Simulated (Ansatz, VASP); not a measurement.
**Two plane-wave programs on BN**

```xyz
8
Lattice="4.2663 0.0000 0.0000 0.0000 4.2663 0.0000 0.0000 0.0000 2.8426" Properties=species:S:1:pos:R:3 pbc="T T T"
B     0.7429    3.5234    1.4213
B     1.3902    1.3902    0.0000
B     2.8761    2.8761    0.0000
B     3.5234    0.7429    1.4213
N     3.4659    3.4659    1.4213
N     1.3328    2.9335    0.0000
N     2.9335    1.3328    0.0000
N     0.8004    0.8004    1.4213
```

Alike in both runs: task single point; functional PBEsol; k mesh 6 × 6 × 10; occupations gaussian, width 0.05 eV; no spin polarisation.

|  | VASP | Ansatz |
| --- | --- | --- |
| version | VASP 6.6.1 | Ansatz 0.2.0 |
| potentials or method | VASP PAW PBE potentials, release 64 (B, N), cutoff 520 eV | scalar-relativistic, plane waves, PAW |
| valence electrons in the cell | 32 | 32 |

Ansatz gave:

| Property | Result |
| --- | --- |
| gap on the k mesh at the Fermi level (eV) | 3.40 |
| least direct gap on the mesh (eV) | 3.40 |
| pressure (GPa) | -14.6 |
| traceless stress, the component that is largest in VASP (GPa) | -65.29 |
| rms of the force components (eV/Å) | 0.518 |

**Question.** Which values does VASP return?

**Answer.** gap on the k mesh at the Fermi level (eV): 3.40; least direct gap on the mesh (eV): 3.40; pressure (GPa): -14.0; traceless stress, the component that is largest in VASP (GPa): -65.84; rms of the force components (eV/Å): 0.545.

VASP's potentials were made for PBE, not for PBEsol, and Ansatz warns of the same on its side. Atom by atom the forces differ by 0.031 eV/Å (rms over components).
